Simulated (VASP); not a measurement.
Crystal: BaTiO3.

```
Ba Ti O
1.0
     3.72890   -0.42193    0.02237
    -0.28447    3.27547    3.11008
     0.31643   -2.75371    2.58992
Ba Ti O
1 1 3
Direct
  0.00364 0.99727 0.99850
  0.50025 0.51161 0.51018
  0.99835 0.49282 0.49504
  0.49991 0.50154 0.99454
  0.49786 0.99299 0.49796
```

Base run:

```yaml
Program: VASP 6.6.1
Functional: PBE
Potentials_or_basis: VASP PAW PBE potentials, release 64 (Ba_sv, Ti_sv, O)
Cutoff: 520 eV
k_mesh: 7 × 6 × 7
Occupations: fermi-dirac, width 0.05 eV
Spin: no spin polarisation
Hubbard_terms: Ti d U = 1.0 eV
```

Its results: band gap on the k mesh 0.61 eV (least direct gap 0.71 eV); pressure 20.9 GPa; largest force 0.710 eV/Å.

Problem. The run is repeated on the same cell with these changes: hubbard terms from Ti d U = 1.0 eV to none. What comes out?

Solution. Band gap on the k mesh 0.53 eV (least direct gap 0.64 eV); pressure 20.0 GPa; largest force 0.747 eV/Å.

The U term pushes filled and empty states of the shell apart.

Caveats: spin-orbit coupling is left out, which moves the levels of the heavy elements; the stress differs along the axes, from 9 to 34 GPa (at least some runs); the stress differs along the axes, from 8 to 33 GPa (at least some runs).

A k mesh can miss the band edges.
